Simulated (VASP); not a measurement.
Set up this calculation in VASP 6.6.1, as the native input.

```yaml
Task: single point
Functional: PBE
Potentials_or_basis: VASP PAW PBE potentials, release 64 (Sr_sv, Al)
Cutoff: 520 eV
k_mesh: 8 × 8 × 8
Occupations: gaussian, width 0.05 eV
Spin: no spin polarisation
Dipole_correction: no
Further_INCAR_settings: ALGO = Fast; EDIFF = 1e-06; NBANDS = 18
```

The structure of SrAl3 lies in POSCAR:

```
SrAl3
1.0
    4.5757433038      0.0000000000      0.0000000000
    0.0000000000      4.5757433038      0.0000000000
    0.0000000000      0.0000000000      4.5757433038
Sr Al
1 3
Direct
    0.0000000000      0.0000000000      0.0000000000
    0.0000000000      0.5000000000      0.5000000000
    0.5000000000      0.5000000000      0.0000000000
    0.5000000000      0.0000000000      0.5000000000
```

These files were run (other wordings do the same):

INCAR

```
  PREC = Accurate
  ENCUT = 520
  EDIFF = 1E-6
  ISMEAR = 0
  SIGMA = 0.05
  LREAL = False
  LASPH = True
  NELM = 60
  ALGO = Fast
  ISIF = 2
  LWAVE = False
  LCHARG = False
  GGA = PE
  NBANDS = 18
```

KPOINTS

```
regular mesh
0
Gamma
  8 8 8
```

Potentials or basis: VASP PAW PBE potentials, release 64 (Sr_sv, Al).

Launch:

```console
$ cat potpaw_PBE.64/Sr_sv/POTCAR potpaw_PBE.64/Al/POTCAR > POTCAR
$ mpirun -np 1 vasp_std > vasp.out
```

It gave:

```yaml
Pressure: -2.7 GPa
Band_gap_on_the_k_mesh: zero (an odd number of electrons rules out a gap without spin polarisation)
```

It took 88 s on 1 thread of Intel Xeon 8259CL, with other jobs on the host, peak memory 0.23 GiB.
